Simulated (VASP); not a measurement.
# La (P6_3/mmc) in VASP: further runs, part 2 of 3

VASP 6.6.1. The steps go on from the part before.

## (3) Single point, PBEsol

This run uses another cell than the first one, of 34.82 Å³/atom.

Contents of INCAR:

```
SYSTEM = La
PREC = Accurate
ENCUT = 520
EDIFF = 1E-6
ISMEAR = -1
SIGMA = 0.05
LREAL = .FALSE.
LASPH = .TRUE.
NELM = 60
ALGO = Normal
ISIF = 2
LWAVE = .FALSE.
LCHARG = .FALSE.
GGA = PS
NBANDS = 18
```

Contents of KPOINTS:

```
regular mesh
0
G
  8 8 5
  0 0 0
```

Contents of POSCAR:

```
La
1.0
    3.6824863007      0.0000000000      0.0000000000
   -1.8412431503      3.1891266855      0.0000000000
    0.0000000000      0.0000000000      5.9298239863
La
2
Direct
    0.6666666667      0.3333333333      0.7500000000
    0.3333333333      0.6666666667      0.2500000000
```

Potentials or basis: VASP PAW PBE potentials, release 64 (La).

On the command line:

```
cat potpaw_PBE.64/La/POTCAR > POTCAR
mpirun -np 1 vasp_std > vasp.out
```

OUTCAR:

```text
SYSTEM = La
   PREC = Accurate
   ENCUT = 520
   EDIFF = 1E-6
   ISMEAR = -1
   LREAL = .FALSE.
   LASPH = .TRUE.
   NELM = 60
   ISIF = 2
   GGA = PS

 ion  position               nearest neighbor table
   1  0.667  0.333  0.750-   2 3.65   2 3.65   2 3.65   2 3.65   2 3.65   2 3.65
   2  0.333  0.667  0.250-   1 3.65   1 3.65   1 3.65   1 3.65   1 3.65   1 3.65

  LATTYP: Found a hexagonal cell.
 ALAT       =     3.6824863007
 C/A-ratio  =     1.6102772698

  Lattice vectors:

 A1 = (   3.6824863007,   0.0000000000,   0.0000000000)
 A2 = (  -1.8412431503,   3.1891266855,   0.0000000000)
 A3 = (   0.0000000000,   0.0000000000,   5.9298239863)

Analysis of symmetry for initial positions (statically):
=====================================================================
 Subroutine PRICEL returns:
 Original cell was already a primitive cell.

 Routine SETGRP: Setting up the symmetry group for a
 hexagonal supercell.

 Subroutine GETGRP returns: Found 24 space group operations
 (whereof 12 operations were pure point group operations)
 out of a pool of 24 trial point group operations.

The static configuration has the point symmetry D_3d.
 The point group associated with its full space group is D_6h.

Analysis of symmetry for dynamics (positions and initial velocities):
=====================================================================
 Subroutine PRICEL returns:
 Original cell was already a primitive cell.

 Routine SETGRP: Setting up the symmetry group for a
 hexagonal supercell.

 Subroutine GETGRP returns: Found 24 space group operations
 (whereof 12 operations were pure point group operations)
 out of a pool of 24 trial point group operations.

The dynamic configuration has the point symmetry D_3d.
 The point group associated with its full space group is D_6h.

 Subroutine INISYM returns: Found 24 space group operations
 (whereof 12 operations are pure point group operations),
 and found     1 'primitive' translations

----------------------------------------------------------------------------------------

                                     Primitive cell

  volume of cell :      69.6394

  direct lattice vectors                    reciprocal lattice vectors
     3.682486301  0.000000000  0.000000000     0.271555661  0.156782734  0.000000000
    -1.841243150  3.189126685  0.000000000     0.000000000  0.313565467  0.000000000
     0.000000000  0.000000000  5.929823986     0.000000000  0.000000000  0.168639070

  length of vectors
     3.682486301  3.682486301  5.929823986     0.313565467  0.313565467  0.168639070

  position of ions in fractional coordinates (direct lattice)
     0.666666667  0.333333333  0.750000000
     0.333333333  0.666666667  0.250000000

  ion indices of the primitive-cell ions
   primitive index   ion index
                 1           1
                 2           2

----------------------------------------------------------------------------------------

 KPOINTS: regular mesh

Automatic generation of k-mesh.
 Grid dimensions read from file:
 generate k-points for:    8    8    5

 Generating k-lattice:

  Cartesian coordinates                     Fractional coordinates (reciprocal lattice)
     0.033944458  0.019597842  0.000000000     0.125000000  0.000000000  0.000000000
     0.000000000  0.039195683  0.000000000     0.000000000  0.125000000  0.000000000
     0.000000000  0.000000000  0.033727814     0.000000000  0.000000000  0.200000000

  Length of vectors
     0.039195683  0.039195683  0.033727814

  Shift w.r.t. Gamma in fractional coordinates (k-lattice)
     0.000000000  0.000000000  0.000000000

 Subroutine IBZKPT returns following result:
 ===========================================

 Found     30 irreducible k-points:

 Following reciprocal coordinates:
            Coordinates               Weight
  0.000000  0.000000  0.000000      1.000000
  0.125000 -0.000000  0.000000      6.000000
  0.250000 -0.000000  0.000000      6.000000
  0.375000  0.000000  0.000000      6.000000
  0.500000 -0.000000  0.000000      3.000000
  0.125000  0.125000  0.000000      6.000000
[... 16 lines left out ...]
  0.250000 -0.000000  0.400000     12.000000
  0.375000  0.000000  0.400000     12.000000
 [... further k-points ...]
   k-points           NKPTS =     30   k-points in BZ     NKDIM =     30   number of bands    NBANDS=     18
   number of dos      NEDOS =    301   number of ions     NIONS =      2
   total plane-waves  NPLWV =  37632
   dimension x,y,z NGX =    28 NGY =   28 NGZ =   48
   dimension x,y,z NGXF=    56 NGYF=   56 NGZF=   96
   ions per type =               2
   NGX,Y,Z   is equivalent  to a cutoff of  12.64, 12.64, 13.46 a.u.
   NGXF,Y,Z  is equivalent  to a cutoff of  25.28, 25.28, 26.91 a.u.
 SYSTEM =  La
   PREC   = accura    normal or accurate (medium, high low for compatibility)
   ISTART =      0    job   : 0-new  1-cont  2-samecut
   ICHARG =      2    charge: 1-file 2-atom 10-const
   ISPIN  =      1    spin polarized calculation?
   LNONCOLLINEAR =      F non collinear calculations
   LSORBIT =      F    spin-orbit coupling
   LASPH  =      T    aspherical Exc in radial PAW
   ENCUT  =  520.0 eV  38.22 Ry    6.18 a.u.   6.85  6.85 11.03*2*pi/ulx,y,z
   NELM   =     60;   NELMIN=  2; NELMDL= -5     # of ELM steps
   EDIFF  = 0.1E-05   stopping-criterion for ELM
   LREAL  =      F    real-space projection
   EDIFFG = 0.1E-04   stopping-criterion for IOM
   NSW    =      0    number of steps for IOM
   IBRION =     -1    ionic relax: 0-MD 1-quasi-New 2-CG
   NFREE  =      0    steps in history (QN), initial steepest desc. (CG)
   ISIF   =      2    stress and relaxation
   ISYM   =      2    0-nonsym 1-usesym 2-fastsym
   POTIM  = 0.5000    time-step for ionic-motion
   TEBEG  =    0.0;   TEEND  =   0.0 temperature during run
   PSTRESS=    0.0 pullay stress
   NELECT =      22.0000    total number of electrons
   NUPDOWN=      -1.0000    fix difference up-down
   EMIN   =  10.00;   EMAX   =-10.00  energy-range for DOS
   EFERMI =   0.00;   METHOD = LEGACY
   ISMEAR =    -1;   SIGMA  =   0.05  broadening in eV -4-tet -1-fermi 0-gaus
   EFERMI_NEDOS =   21; number of points for ismear=-14 and -15
   IALGO  =     38    algorithm
   IMIX   =      4    mixing-type and parameters
     AMIX     =   0.40;   BMIX     =  1.00
     AMIX_MAG =   1.60;   BMIX_MAG =  1.00
  volume/ion in A,a.u.               =      34.82       234.97
  Fermi-wavevector in a.u.,A,eV,Ry     =   1.114972  2.106992 16.914268  1.243164
  Thomas-Fermi vector in A             =   2.251573
   LORBIT       =      0    0 simple, 1 ext, 2 COOP (PROOUT), +10 PAW based schemes
   GGA     = PS    functional components
   LHFCALC =     F    Hartree Fock is set to
   AEXX    =    0.0000 exact exchange contribution
   IVDW    =     0    specifies the selected vdW correction
   LEPSILON=     F    determine dielectric tensor
   LRPA    =     F    only Hartree local field effects (RPA)
 non-spin polarized calculation
  energy-cutoff  :      520.00
  volume of cell :       69.64
 maximum number of plane-waves:      1890
 NGX is ok and might be reduce to    28
   NGX = 13   NGY = 13   NGZ = 23

 number of electron      22.0000002 magnetization

 Free energy of the ion-electron system (eV)
  ---------------------------------------------------
  ext. energy  EPLUGINS =         0.00000000
  ---------------------------------------------------
  free energy    TOTEN  =       -10.61643269 eV

  energy without entropy =      -10.58083681  energy(sigma->0) =      -10.59863475

 E-fermi :   8.3531     XC(G=0):  -9.9508

 val. band max:        8.3174730633   @ k =   0.2500   0.2500   0.4000
 cond. band min:       8.3551693255   @ k =   0.2500   0.2500   0.0000
 fundamental gap:      0.0376962621
 Fermi energy:         8.3531405953

 k-point     1 :       0.0000    0.0000    0.0000
  band No.  band energies     occupation
      1     -24.4057      2.00000
      2     -24.1384      2.00000
      3      -8.8980      2.00000
      4      -7.4365      2.00000
      5      -7.4365      2.00000
      6      -7.2066      2.00000
[... 10 lines left out ...]
     17      10.2477      0.00000
     18      10.3001      0.00000
[... 463 lines left out ...]
 k-point    24 :       0.3750    0.0000    0.4000
  band No.  band energies     occupation
      1     -24.1571      2.00000
      2     -24.1162      2.00000
      3      -8.6939      2.00000
      4      -8.5834      2.00000
      5      -7.7627      2.00000
      6      -7.6347      2.00000
[... 10 lines left out ...]
     17      10.2786      0.00000
     18      10.3599      0.00000

 [... further k-points ...]

------------------------ aborting loop because EDIFF is reached ----------------------------------------

  FORCE on cell =-STRESS in cart. coord.  units (eV):
  Direction    XX          YY          ZZ          XY          YZ          ZX
  --------------------------------------------------------------------------------------
  -------------------------------------------------------------------------------------
  Total       -0.0024697     -0.0024697      0.0313899     -0.0000000      0.0000000      0.0000000
  in kB       -0.0568202     -0.0568202      0.7221803     -0.0000000      0.0000000      0.0000000
  external PRESSURE =       0.2028466 kB  Pullay stress =       0.0000000 kB

 VOLUME and BASIS-vectors are now :
 -----------------------------------------------------------------------------
  energy-cutoff  :      520.00
  volume of cell :       69.64
      direct lattice vectors                 reciprocal lattice vectors
     3.682486301  0.000000000  0.000000000     0.271555661  0.156782734  0.000000000
    -1.841243150  3.189126685  0.000000000     0.000000000  0.313565467  0.000000000
     0.000000000  0.000000000  5.929823986     0.000000000  0.000000000  0.168639070

 POSITION                                       TOTAL-FORCE (eV/Angst)
 -----------------------------------------------------------------------------------
      1.84124      1.06304      4.44737        -0.000000      0.000000      0.000000
     -0.00000      2.12608      1.48246         0.000000      0.000000      0.000000
 -----------------------------------------------------------------------------------
    total drift:                               -0.000000      0.000000     -0.000000

  FREE ENERGIE OF THE ION-ELECTRON SYSTEM (eV)
  ---------------------------------------------------
  free  energy   TOTEN  =       -10.6164326931 eV

  energy  without entropy=      -10.5808368118  energy(sigma->0) =      -10.59863475
```

OSZICAR:

```text
N       E                     dE             d eps       ncg     rms          rms(c)
DAV:   1     0.251998153434E+03    0.25200E+03   -0.80215E+03  1080   0.172E+03
DAV:   2     0.261001884997E+02   -0.22590E+03   -0.22275E+03  1544   0.304E+02
DAV:   3    -0.711439367826E+01   -0.33215E+02   -0.32495E+02  1794   0.138E+02
DAV:   4    -0.103839438999E+02   -0.32696E+01   -0.32356E+01  2160   0.366E+01
DAV:   5    -0.106340410541E+02   -0.25010E+00   -0.24916E+00  1744   0.989E+00    0.340E+00
DAV:   6    -0.106373113394E+02   -0.32703E-02   -0.50913E-01  2160   0.473E+00    0.171E+00
DAV:   7    -0.106182755819E+02    0.19036E-01   -0.37890E-02  1800   0.116E+00    0.556E-01
DAV:   8    -0.106162982384E+02    0.19773E-02   -0.74123E-03  2160   0.601E-01    0.871E-02
DAV:   9    -0.106163793535E+02   -0.81115E-04   -0.63621E-04  1808   0.168E-01    0.410E-02
DAV:  10    -0.106164103252E+02   -0.30972E-04   -0.15644E-04  2144   0.783E-02    0.321E-02
DAV:  11    -0.106164221617E+02   -0.11837E-04   -0.20584E-05  1744   0.324E-02    0.208E-02
DAV:  12    -0.106164323763E+02   -0.10215E-04   -0.47991E-05  2072   0.511E-02    0.304E-03
DAV:  13    -0.106164326931E+02   -0.31679E-06   -0.22806E-06  1672   0.118E-02
   1 F= -.10616433E+02 E0= -.10598635E+02  d E =-.355959E-01
```

stdout:

```text
POSCAR found type information on POSCAR La
 POSCAR found :  1 types and       2 ions
 scaLAPACK will be used
 -----------------------------------------------------------------------------
|                                                                             |
|                                                                             |
|     You enforced a specific xc type in the INCAR file but a different       |
|     I HOPE YOU KNOW WHAT YOU ARE DOING!                                     |
|                                                                             |
 -----------------------------------------------------------------------------

 LDA part: xc-table for (Slater+PW92), standard interpolation
 POSCAR, INCAR and KPOINTS ok, starting setup
 FFT: planning ... GRIDC
 FFT: planning ... GRID_SOFT
 FFT: planning ... GRID
 WAVECAR not read
 entering main loop
```

Run time: 20 s. Hardware: 1 thread of Intel Xeon 6975P-C (Granite Rapids), shared host; peak memory 0.2 GiB.

What came out:

- Free energy: -10.6164 eV
- Pressure: 0.0 GPa
- Band gap on the k mesh: zero (bands 11 and 12 overlap by 1.39 eV)

Stress tensor (GPa, compression positive):
```
-0.01  0.00  0.00
 0.00 -0.01  0.00
 0.00  0.00  0.07
```

Caveat: the PAW data sets were made with another functional, which shifts forces and pressure a little; spin-orbit coupling is left out, which moves the levels of the heavy elements.

## (4) Relaxation of cell and atoms, PBEsol

This run uses another cell than the first one, of 36.96 Å³/atom.

Contents of INCAR:

```
SYSTEM = La
PREC = Accurate
ENCUT = 600
EDIFF = 1E-6
ISMEAR = -1
SIGMA = 0.05
LREAL = .False.
LASPH = .True.
NELM = 100
ALGO = Normal
ISIF = 3
LWAVE = .False.
LCHARG = .False.
GGA = PS
IBRION = 2
NSW = 80
EDIFFG = -0.005
```

Contents of KPOINTS:

```
Automatic mesh
0
Gamma
  8 8 5
  0 0 0
```

Contents of POSCAR:

```
La
1.0
    3.7500000000      0.0000000000      0.0000000000
   -1.8750000000      3.2475952642      0.0000000000
    0.0000000000      0.0000000000      6.0700000000
La
2
Direct
    0.6666666667      0.3333333333      0.7500000000
    0.3333333333      0.6666666667      0.2500000000
```

On the command line:

```
cat potpaw_PBE.64/La/POTCAR > POTCAR
mpirun -np 1 vasp_std > vasp.out
```

Wall time 2.1 min (1 thread of Intel Xeon 6975P-C (Granite Rapids), shared host); peak memory 0.23 GiB.

It converged, with:

```
Free energy                           : -10.6167 eV
Relaxed volume                        : 34.85 Å³/atom
Relaxed cell                          : a = 3.680 Å, b = 3.680 Å, c = 5.941 Å, α = 90.00°, β = 90.00°, γ = 120.00°
Space group after relaxing (to 0.1 Å) : P6_3/mmc (No. 194)
Energy gained by relaxing             : 9.6 meV/atom
Ionic steps                           : 12
Pressure after relaxing               : 0.0 GPa
Band gap on the k mesh                : zero (bands 11 and 12 overlap by 1.39 eV)
```

Step by step:
| step | energy change (eV) | largest force (eV/Å) | pressure (GPa) | volume (Å³) |
| --- | --- | --- | --- | --- |
| 1 | 0.0000 | 0.0000 | -1.43 | 73.92 |
| 2 | -0.0187 | 0.0000 | -0.26 | 70.45 |
| 3 | -0.0193 | 0.0000 | -0.01 | 69.76 |
| 4 | -0.0193 | 0.0000 | 0.01 | 69.68 |
| 5 | -0.0193 | 0.0000 | -0.01 | 69.71 |
| 6 | -0.0193 | 0.0000 | 0.00 | 69.72 |
| 7 | -0.0193 | 0.0000 | -0.03 | 69.74 |
| 8 | -0.0193 | 0.0000 | -0.02 | 69.74 |
| 9 | -0.0193 | 0.0000 | -0.02 | 69.73 |
| 10 | -0.0193 | 0.0000 | -0.04 | 69.72 |
| 11 | -0.0193 | 0.0000 | -0.02 | 69.72 |
| 12 | -0.0193 | 0.0000 | 0.01 | 69.69 |

Final structure:
```
CELL_PARAMETERS angstrom
3.68034 0.00000 0.00000
-1.84017 3.18727 0.00000
0.00000 0.00000 5.94134
ATOMIC_POSITIONS crystal
La 0.66667 0.33333 0.75000
La 0.33333 0.66667 0.25000
```

Levels at points of the mesh, in eV from the Fermi level:
```csv
k point,band 9,band 10,band 11,band 12,band 13,band 14
"(0.00, 0.00, 0.00)",-3.19,-1.86,1.13,1.36,1.36,1.64
"(0.50, 0.00, 0.00)",-1.76,-1.25,-1.19,1.23,1.39,1.45
```

Caveat: the PAW data sets were made with another functional, which shifts forces and pressure a little; spin-orbit coupling is left out, which moves the levels of the heavy elements.

(Part 2 of 3 ends here.)

The gap in the log of VASP goes by the Fermi energy; the results here count the filled bands.